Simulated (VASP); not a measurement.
Set up this calculation in VASP 6.6.1, as the native input.

- Task: single point
- Functional: r2SCAN
- Potentials or basis: VASP PAW PBE potentials, release 64 (B, Bi_d)
- Cutoff: 520 eV
- k mesh: 8 × 8 × 8
- Occupations: gaussian, width 0.01 eV
- Spin: no spin polarisation
- Dipole correction: no
- Further INCAR settings: ALGO = Normal; EDIFF = 1e-07; NBANDS = 16

The system is BiB.

```
B Bi
1.0
     0.02196    2.74487    2.74487
     2.74487    0.02196    2.74487
     2.76683    2.76683    0.00000
B Bi
1 1
Direct
  0.00082 0.00082 0.99918
  0.24918 0.24918 0.25082
```

This cell differs from its parent crystal: shear xy strain +1.6%.

One way to write it, as run:

POSCAR

```
BiB
1.0
    0.0219589958      2.7448744688      2.7448744688
    2.7448744688      0.0219589958      2.7448744688
    2.7668334645      2.7668334645     -0.0000000001
B Bi
1 1
Direct
    0.0008197983      0.0008197983     -0.0008197983
    0.2491802017      0.2491802017      0.2508197983
```

INCAR.step1

```
  ALGO = Normal
  EDIFF = 1E-4
  ENCUT = 520
  GGA = PE
  ISMEAR = 0
  LASPH = T
  LCHARG = F
  LREAL = F
  LWAVE = T
  NBANDS = 16
  NELM = 60
  PREC = Accurate
  SIGMA = 0.01
```

INCAR.step2

```
  ALGO = Normal
  EDIFF = 1E-7
  ENCUT = 520
  ISIF = 2
  ISMEAR = 0
  ISTART = 1
  LASPH = T
  LCHARG = T
  LELF = T
  LMIXTAU = T
  LREAL = F
  LVHAR = T
  LWAVE = F
  METAGGA = R2SCAN
  NBANDS = 16
  NELM = 60
  PREC = Accurate
  SIGMA = 0.01
```

KPOINTS

```
k-points
0
Gamma
  8 8 8
```

Potentials or basis: VASP PAW PBE potentials, release 64 (B, Bi_d).

Launch:

```sh
$ cat potpaw_PBE.64/B/POTCAR potpaw_PBE.64/Bi_d/POTCAR > POTCAR
$ cp INCAR.step1 INCAR
$ mpirun -np 1 vasp_std > vasp.out
$ cp INCAR.step2 INCAR
$ mpirun -np 1 vasp_std > vasp.out
```

It gave:

```
Pressure               : 0.0 GPa
Band gap on the k mesh : 0.33 eV, direct
```

Caveat: the cell differs from its parent crystal (shear xy strain +1.6%); the PAW data sets were made with another functional, which shifts forces and pressure a little; spin-orbit coupling is left out, which moves the levels of the heavy elements.

It took 3.7 min on 1 thread of Intel(R) Xeon(R) Platinum 8488C (Sapphire Rapids), with other jobs on the host, peak memory 0.21 GiB.
